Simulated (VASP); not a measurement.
Write the native input for VASP 6.6.1 that does the following.

* Task: single point
* Functional: PBE
* Potentials or basis: VASP PAW PBE potentials, release 64 (In_d, P)
* Cutoff: 520 eV
* k mesh: 6 × 6 × 6
* Occupations: fermi-dirac, width 0.02 eV
* Spin: no spin polarisation
* Dipole correction: no
* Further INCAR settings: ALGO = Normal; EDIFF = 1e-06; NBANDS = 16

The structure of InP (zinc blende type) lies in POSCAR:

```
InP
1.0
    0.0000000000      2.9800000000      2.9800000000
    2.9800000000      0.0000000000      2.9800000000
    2.9800000000      2.9800000000      0.0000000000
In P
1 1
Direct
    0.0000000000      0.0000000000      0.0000000000
    0.2500000000      0.2500000000      0.2500000000
```

The input as run:

INCAR

```
SYSTEM = InP
PREC = Accurate
ENCUT = 520
EDIFF = 1E-6
ISMEAR = -1
SIGMA = 0.02
LREAL = .FALSE.
LASPH = .TRUE.
NELM = 100
ALGO = Normal
ISIF = 2
LWAVE = .FALSE.
LCHARG = .TRUE.
GGA = PE
LELF = .TRUE.
LVHAR = .TRUE.
NBANDS = 16
```

KPOINTS

```
Automatic mesh
0
G
  6 6 6
  0 0 0
```

Potentials or basis: VASP PAW PBE potentials, release 64 (In_d, P).

The run is started by

```bash
$ cat potpaw_PBE.64/In_d/POTCAR potpaw_PBE.64/P/POTCAR > POTCAR
$ mpirun -np 1 vasp_std > vasp.out
```

It gave:

- Pressure: -0.1 GPa
- Band gap on the k mesh: 0.44 eV, direct

Caveat: spin-orbit coupling is left out, which moves the levels of the heavy elements.

Wall time 6.3 s on 1 thread of Intel(R) Xeon(R) 6975P-C (Granite Rapids) (shared host), peak memory 0.17 GiB.
